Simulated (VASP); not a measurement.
# Si (Fd-3m) in VASP: notebook, part 2 of 2

VASP 6.6.1. The steps go on from the part before.

## 4. Electric field gradients, LDA (20.22 Å³/atom)

This run uses another cell than the first one, of 20.22 Å³/atom.

File INCAR:

```
SYSTEM = Si
PREC     = Accurate       ! precision mode
ENCUT    = 520            ! plane-wave cutoff, eV
EDIFF    = 1E-8           ! SCF threshold, eV
ISMEAR   = -1             ! smearing method
SIGMA    = 0.08           ! smearing width, eV
LREAL    = .FALSE.        ! projectors in reciprocal space
LASPH    = .TRUE.         ! aspherical terms in the spheres
NELM     = 60             ! most SCF steps
ALGO     = Normal         ! electronic algorithm
ISIF     = 2              ! what is computed and relaxed
LWAVE    = .FALSE.        ! write WAVECAR
LCHARG   = .FALSE.        ! write CHGCAR
LEFG     = .TRUE.       
NBANDS   = 11             ! bands
```

File KPOINTS:

```
Automatic mesh
0
G
  12 12 12
  0 0 0
```

File POSCAR:

```
Si
1.0
    0.0000000000      2.7244915613      2.7244915613
    2.7244915613      0.0000000000      2.7244915613
    2.7244915613      2.7244915613      0.0000000000
Si
2
Direct
    0.5000000000      0.5000000000      0.5000000000
    0.7500000000      0.7500000000      0.7500000000
```

Potentials or basis: VASP PAW LDA potentials, release 64 (Si).

On the command line:

```
$ cat potpaw_LDA.64/Si/POTCAR > POTCAR
$ mpirun -np 1 vasp_std > vasp.out
```

OUTCAR:

```text
SYSTEM = Si
   PREC = Accurate
   ENCUT = 520
   EDIFF = 1E-8
   ISMEAR = -1
   LREAL = .FALSE.
   LASPH = .TRUE.
   NELM = 60
   ISIF = 2

 ion  position               nearest neighbor table
   1  0.500  0.500  0.500-   2 2.36   2 2.36   2 2.36   2 2.36
   2  0.750  0.750  0.750-   1 2.36   1 2.36   1 2.36   1 2.36

  LATTYP: Found a face centered cubic cell.
 ALAT       =     5.4489831226

  Lattice vectors:

 A1 = (   0.0000000000,   2.7244915613,   2.7244915613)
 A2 = (   2.7244915613,   0.0000000000,   2.7244915613)
 A3 = (   2.7244915613,   2.7244915613,   0.0000000000)

Analysis of symmetry for initial positions (statically):
=====================================================================
 Subroutine PRICEL returns:
 Original cell was already a primitive cell.

 Routine SETGRP: Setting up the symmetry group for a
 face centered cubic supercell.

 Subroutine GETGRP returns: Found 48 space group operations
 (whereof 24 operations were pure point group operations)
 out of a pool of 48 trial point group operations.

The static configuration has the point symmetry T_d .
 The point group associated with its full space group is O_h .

Analysis of symmetry for dynamics (positions and initial velocities):
=====================================================================
 Subroutine PRICEL returns:
 Original cell was already a primitive cell.

 Routine SETGRP: Setting up the symmetry group for a
 face centered cubic supercell.

 Subroutine GETGRP returns: Found 48 space group operations
 (whereof 24 operations were pure point group operations)
 out of a pool of 48 trial point group operations.

The dynamic configuration has the point symmetry T_d .
 The point group associated with its full space group is O_h .

 Subroutine INISYM returns: Found 48 space group operations
 (whereof 24 operations are pure point group operations),
 and found     1 'primitive' translations

----------------------------------------------------------------------------------------

                                     Primitive cell

  volume of cell :      40.4470

  direct lattice vectors                    reciprocal lattice vectors
     0.000000000  2.724491561  2.724491561    -0.183520480  0.183520480  0.183520480
     2.724491561  0.000000000  2.724491561     0.183520480 -0.183520480  0.183520480
     2.724491561  2.724491561  0.000000000     0.183520480  0.183520480 -0.183520480

  length of vectors
     3.853012917  3.853012917  3.853012917     0.317866796  0.317866796  0.317866796

  position of ions in fractional coordinates (direct lattice)
     0.500000000  0.500000000  0.500000000
     0.750000000  0.750000000  0.750000000

  ion indices of the primitive-cell ions
   primitive index   ion index
                 1           1
                 2           2

----------------------------------------------------------------------------------------

 KPOINTS: Automatic mesh

Automatic generation of k-mesh.
 Grid dimensions read from file:
[... 81 lines left out ...]
   EFERMI_NEDOS =   21; number of points for ismear=-14 and -15
   IALGO  =     38    algorithm
   IMIX   =      4    mixing-type and parameters
     AMIX     =   0.40;   BMIX     =  1.00
     AMIX_MAG =   1.60;   BMIX_MAG =  1.00
  volume/ion in A,a.u.               =      20.22       136.47
  Fermi-wavevector in a.u.,A,eV,Ry     =   0.953841  1.802498 12.378755  0.909813
  Thomas-Fermi vector in A             =   2.082533
   LORBIT       =      0    0 simple, 1 ext, 2 COOP (PROOUT), +10 PAW based schemes
   GGA     = CA    functional components
   LHFCALC =     F    Hartree Fock is set to
   AEXX    =    0.0000 exact exchange contribution
   IVDW    =     0    specifies the selected vdW correction
   LEPSILON=     F    determine dielectric tensor
   LRPA    =     F    only Hartree local field effects (RPA)
 non-spin polarized calculation
  energy-cutoff  :      520.00
  volume of cell :       40.45
 maximum number of plane-waves:      1113
 NGX is ok and might be reduce to    30
   NGX = 15   NGY = 15   NGZ = 15

 number of electron       8.0000001 magnetization

 Free energy of the ion-electron system (eV)
  ---------------------------------------------------
  ext. energy  EPLUGINS =         0.00000000
  ---------------------------------------------------
  free energy    TOTEN  =       -11.91232123 eV

  energy without entropy =      -11.91188155  energy(sigma->0) =      -11.91210139

 E-fermi :   5.9036     XC(G=0):  -9.5680

 val. band max:        5.6669068827   @ k =   0.0000   0.0000   0.0000
 cond. band min:       6.1532210893   @ k =   0.4167   0.4167   0.0000
 fundamental gap:      0.4863142066
 Fermi energy:         5.9036051907

 k-point     1 :       0.0000    0.0000    0.0000
  band No.  band energies     occupation
      1      -6.2217      2.00000
      2       5.6669      1.90135
      3       5.6669      1.90135
      4       5.6669      1.90135
      5       8.1868      0.00000
      6       8.1868      0.00000
      7       8.1868      0.00000
      8       8.7610      0.00000
      9      13.3020      0.00000
     10      13.3893      0.00000
     11      13.3893      0.00000
[... 309 lines left out ...]
 k-point    24 :      -0.4167    0.1667    0.0000
  band No.  band energies     occupation
      1      -3.6378      2.00000
      2      -1.0737      2.00000
      3       2.6803      2.00000
      4       4.0900      2.00000
      5       7.7592      0.00000
      6       9.6239      0.00000
      7      10.0068      0.00000
      8      13.4952      0.00000
      9      14.0380      0.00000
     10      14.3774      0.00000
     11      16.6308      0.00000

 [... further k-points ...]

------------------------ aborting loop because EDIFF is reached ----------------------------------------

  FORCE on cell =-STRESS in cart. coord.  units (eV):
  Direction    XX          YY          ZZ          XY          YZ          ZX
  --------------------------------------------------------------------------------------
  -------------------------------------------------------------------------------------
  Total       -0.5906924     -0.5906924     -0.5906924     -0.0000000      0.0000000      0.0000000
  in kB      -23.3983690    -23.3983690    -23.3983690     -0.0000000      0.0000000      0.0000000
  external PRESSURE =     -23.3983690 kB  Pullay stress =       0.0000000 kB

 VOLUME and BASIS-vectors are now :
 -----------------------------------------------------------------------------
  energy-cutoff  :      520.00
  volume of cell :       40.45
      direct lattice vectors                 reciprocal lattice vectors
     0.000000000  2.724491561  2.724491561    -0.183520480  0.183520480  0.183520480
     2.724491561  0.000000000  2.724491561     0.183520480 -0.183520480  0.183520480
     2.724491561  2.724491561  0.000000000     0.183520480  0.183520480 -0.183520480

 POSITION                                       TOTAL-FORCE (eV/Angst)
 -----------------------------------------------------------------------------------
      2.72449      2.72449      2.72449        -0.000000     -0.000000     -0.000000
      4.08674      4.08674      4.08674         0.000000      0.000000      0.000000
 -----------------------------------------------------------------------------------
    total drift:                                0.000000     -0.000000     -0.000000

  FREE ENERGIE OF THE ION-ELECTRON SYSTEM (eV)
  ---------------------------------------------------
  free  energy   TOTEN  =       -11.9123212252 eV

  energy  without entropy=      -11.9118815485  energy(sigma->0) =      -11.91210139

 Electric field gradients (V/A^2)
---------------------------------------------------------------------
 ion       V_xx      V_yy      V_zz      V_xy      V_xz      V_yz
---------------------------------------------------------------------
   1       0.000    -0.000    -0.000     0.000     0.000     0.000
   2      -0.000    -0.000    -0.000     0.000     0.000     0.000
---------------------------------------------------------------------

 Electric field gradients after diagonalization (V/A^2)
 (convention: |V_zz| > |V_xx| > |V_yy|)
----------------------------------------------------------------------
 ion       V_xx      V_yy      V_zz     asymmetry (V_yy - V_xx)/ V_zz
----------------------------------------------------------------------
   1      -0.000    -0.000     0.000       0.000
   2      -0.000    -0.000     0.000       0.000
----------------------------------------------------------------------

           NMR quadrupolar parameters

 Cq : quadrupolar parameter    Cq=e*Q*V_zz/h
 eta: asymmetry parameters     (V_yy - V_xx)/ V_zz
 Q  : nuclear electric quadrupole moment in mb (millibarn)
----------------------------------------------------------------------
 ion       Cq(MHz)       eta       Q (mb)
----------------------------------------------------------------------
   1       0.000       0.000       1.000
   2       0.000       0.000       1.000
----------------------------------------------------------------------
```

Wall time 22 s (1 thread of AMD EPYC 7R13 (Zen 3), shared host); peak memory 0.12 GiB.

Results:

```yaml
Free_energy: -11.9123 eV
Pressure: -2.3 GPa
Band_gap_on_the_k_mesh: 0.49 eV (least direct gap 2.52 eV)
Largest_electric_field_gradient_by_atom: zero within the noise of the run
```

## 5. Electric field gradients, LDA (20.82 Å³/atom)

This run uses another cell than the first one, of 20.82 Å³/atom.

File INCAR:

```
  PREC = Accurate
  ENCUT = 520
  EDIFF = 1E-8
  ISMEAR = -1
  SIGMA = 0.08
  LREAL = F
  LASPH = T
  NELM = 80
  ALGO = Normal
  ISIF = 2
  LWAVE = F
  LCHARG = F
  LEFG = T
  NBANDS = 11
```

File KPOINTS:

```
regular mesh
0
Gamma
  12 12 12
```

File POSCAR:

```
Si
1.0
    0.0000000000      2.7512039663      2.7512039663
    2.7512039663      0.0000000000      2.7512039663
    2.7512039663      2.7512039663      0.0000000000
Si
2
Direct
    0.5000000000      0.5000000000      0.5000000000
    0.7500000000      0.7500000000      0.7500000000
```

Potentials or basis: VASP PAW LDA potentials, release 64 (Si).

On the command line:

```
$ cat potpaw_LDA.64/Si/POTCAR > POTCAR
$ mpirun -np 1 vasp_std > vasp.out
```

OUTCAR:

```text
PREC = Accurate
   ENCUT = 520
   EDIFF = 1E-8
   ISMEAR = -1
   LREAL = F
   LASPH = T
   NELM = 80
   ISIF = 2

 ion  position               nearest neighbor table
   1  0.500  0.500  0.500-   2 2.38   2 2.38   2 2.38   2 2.38
   2  0.750  0.750  0.750-   1 2.38   1 2.38   1 2.38   1 2.38

  LATTYP: Found a face centered cubic cell.
 ALAT       =     5.5024079326

  Lattice vectors:

 A1 = (   0.0000000000,   2.7512039663,   2.7512039663)
 A2 = (   2.7512039663,   0.0000000000,   2.7512039663)
 A3 = (   2.7512039663,   2.7512039663,   0.0000000000)

Analysis of symmetry for initial positions (statically):
=====================================================================
 Subroutine PRICEL returns:
 Original cell was already a primitive cell.

 Routine SETGRP: Setting up the symmetry group for a
 face centered cubic supercell.

 Subroutine GETGRP returns: Found 48 space group operations
 (whereof 24 operations were pure point group operations)
 out of a pool of 48 trial point group operations.

The static configuration has the point symmetry T_d .
 The point group associated with its full space group is O_h .

Analysis of symmetry for dynamics (positions and initial velocities):
=====================================================================
 Subroutine PRICEL returns:
 Original cell was already a primitive cell.

 Routine SETGRP: Setting up the symmetry group for a
 face centered cubic supercell.

 Subroutine GETGRP returns: Found 48 space group operations
 (whereof 24 operations were pure point group operations)
 out of a pool of 48 trial point group operations.

The dynamic configuration has the point symmetry T_d .
[... 480 lines left out ...]
      2      -1.2537      2.00000
      3       2.4539      2.00000
      4       3.8378      2.00000
      5       7.4428      0.00000
      6       9.2651      0.00000
      7       9.6929      0.00000
      8      13.0838      0.00000
      9      13.6118      0.00000
     10      14.0141      0.00000
     11      16.1928      0.00000

 [... further k-points ...]

------------------------ aborting loop because EDIFF is reached ----------------------------------------

  FORCE on cell =-STRESS in cart. coord.  units (eV):
  Direction    XX          YY          ZZ          XY          YZ          ZX
  --------------------------------------------------------------------------------------
  -------------------------------------------------------------------------------------
  Total       -1.2246975     -1.2246975     -1.2246975     -0.0000000     -0.0000000     -0.0000000
  in kB      -47.1130309    -47.1130309    -47.1130309     -0.0000000     -0.0000000     -0.0000000
  external PRESSURE =     -47.1130309 kB  Pullay stress =       0.0000000 kB

 VOLUME and BASIS-vectors are now :
 -----------------------------------------------------------------------------
  energy-cutoff  :      520.00
  volume of cell :       41.65
      direct lattice vectors                 reciprocal lattice vectors
     0.000000000  2.751203966  2.751203966    -0.181738616  0.181738616  0.181738616
     2.751203966  0.000000000  2.751203966     0.181738616 -0.181738616  0.181738616
     2.751203966  2.751203966  0.000000000     0.181738616  0.181738616 -0.181738616

 POSITION                                       TOTAL-FORCE (eV/Angst)
 -----------------------------------------------------------------------------------
      2.75120      2.75120      2.75120        -0.000000     -0.000000     -0.000000
      4.12681      4.12681      4.12681         0.000000      0.000000      0.000000
 -----------------------------------------------------------------------------------
    total drift:                                0.000000     -0.000000     -0.000000

  FREE ENERGIE OF THE ION-ELECTRON SYSTEM (eV)
  ---------------------------------------------------
  free  energy   TOTEN  =       -11.8857460777 eV

  energy  without entropy=      -11.8853912207  energy(sigma->0) =      -11.88556865

 Electric field gradients (V/A^2)
---------------------------------------------------------------------
 ion       V_xx      V_yy      V_zz      V_xy      V_xz      V_yz
---------------------------------------------------------------------
   1       0.000     0.000    -0.000     0.000     0.000     0.000
   2       0.000     0.000    -0.000     0.000     0.000     0.000
---------------------------------------------------------------------

 Electric field gradients after diagonalization (V/A^2)
 (convention: |V_zz| > |V_xx| > |V_yy|)
----------------------------------------------------------------------
 ion       V_xx      V_yy      V_zz     asymmetry (V_yy - V_xx)/ V_zz
----------------------------------------------------------------------
   1      -0.000    -0.000     0.000       0.000
   2      -0.000    -0.000     0.000       0.000
----------------------------------------------------------------------

           NMR quadrupolar parameters

 Cq : quadrupolar parameter    Cq=e*Q*V_zz/h
 eta: asymmetry parameters     (V_yy - V_xx)/ V_zz
 Q  : nuclear electric quadrupole moment in mb (millibarn)
----------------------------------------------------------------------
 ion       Cq(MHz)       eta       Q (mb)
----------------------------------------------------------------------
   1       0.000       0.000       1.000
   2       0.000       0.000       1.000
----------------------------------------------------------------------
```

It took 20 s on 1 thread of AMD EPYC 7R13 (Zen 3), shared host; peak memory 0.12 GiB.

What came out:

- Free energy: -11.8857 eV
- Pressure: -4.7 GPa
- Band gap on the k mesh: 0.53 eV (least direct gap 2.45 eV)
- Largest electric field gradient by atom: zero within the noise of the run

Caveat: the cell stands under tension. A k mesh can miss the band edges.

## 6. Summary

```csv
cell,gap on the mesh (eV),pressure (GPa)
"a = 3.840 Å, angles 60.0°, 2 atoms",0.47,-1.5
"a = 3.853 Å, angles 60.0°, 2 atoms",0.49,-2.3
"a = 3.891 Å, angles 60.0°, 2 atoms",0.53,-4.7
```

Alike in all rows: task electric field gradients; level LDA; potentials or basis VASP PAW LDA potentials, release 64 (Si); no spin polarisation; k mesh 12 × 12 × 12; cutoff (eV) 520; smearing fermi-dirac 0.08 eV.

Caveats: the cell stands under tension (at least some runs).

Absolute energies hang on the potentials; compare differences alone.
